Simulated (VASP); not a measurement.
Write the native input for VASP 6.6.1 that does the following.

```yaml
Task: relaxation of cell and atoms
Functional: LDA
Potentials_or_basis: VASP PAW LDA potentials, release 64 (Mg, O)
Cutoff: 600 eV
k_mesh: 10 × 10 × 10
Occupations: tetrahedron
Spin: no spin polarisation
Target_pressure: 35 GPa
Dipole_correction: no
Further_INCAR_settings: ALGO = Normal; EDIFF = 1e-07; IBRION = 2; EDIFFG = -0.001; NSW = 80; ISIF = 3
```

The structure of MgO lies in POSCAR:

```
MgO
1.0
    0.0000000000      2.0200642556      2.0200642556
    2.0200642556      0.0000000000      2.0200642556
    2.0200642556      2.0200642556      0.0000000000
Mg O
1 1
Direct
    0.0000000000      0.0000000000      0.0000000000
    0.5000000000      0.5000000000      0.5000000000
```

The input as run:

INCAR

```
SYSTEM = MgO
ALGO = Normal
EDIFF = 1E-7
EDIFFG = -0.001
ENCUT = 600
GGA_COMPAT = .FALSE.
IBRION = 2
ISIF = 3
ISMEAR = -4
LASPH = .TRUE.
LCHARG = .FALSE.
LREAL = .FALSE.
LWAVE = .FALSE.
NELM = 120
NELMIN = 4
NSW = 80
PREC = Accurate
PSTRESS = 350.0
SIGMA = 0.05
```

KPOINTS

```
k-points
0
G
  10 10 10
  0 0 0
```

Potentials or basis: VASP PAW LDA potentials, release 64 (Mg, O).

Run with:

```bash
$ cat potpaw_LDA.64/Mg/POTCAR potpaw_LDA.64/O/POTCAR > POTCAR
$ mpirun -np 1 vasp_std > vasp.out
```

Results of the run:

The relaxed volume is 7.70 Å³/atom and the relaxed cell is a = 2.792 Å, b = 2.792 Å, c = 2.792 Å, α = 60.00°, β = 60.00°, γ = 60.00°. The space group after relaxing (to 0.1 Å) is Fm-3m (No. 225). The energy change on relaxing (the run minimises the enthalpy) is +85.2 meV/atom and the ionic steps are 6. The pressure after relaxing is 35.0 GPa and the band gap on the k mesh is 6.79 eV.

Caveat: the cell is relaxed towards a set pressure, so the run minimises the enthalpy, not the energy.

Wall time 47 s on 1 thread of Intel Xeon 8259CL, with other jobs on the host, peak memory 0.14 GiB.
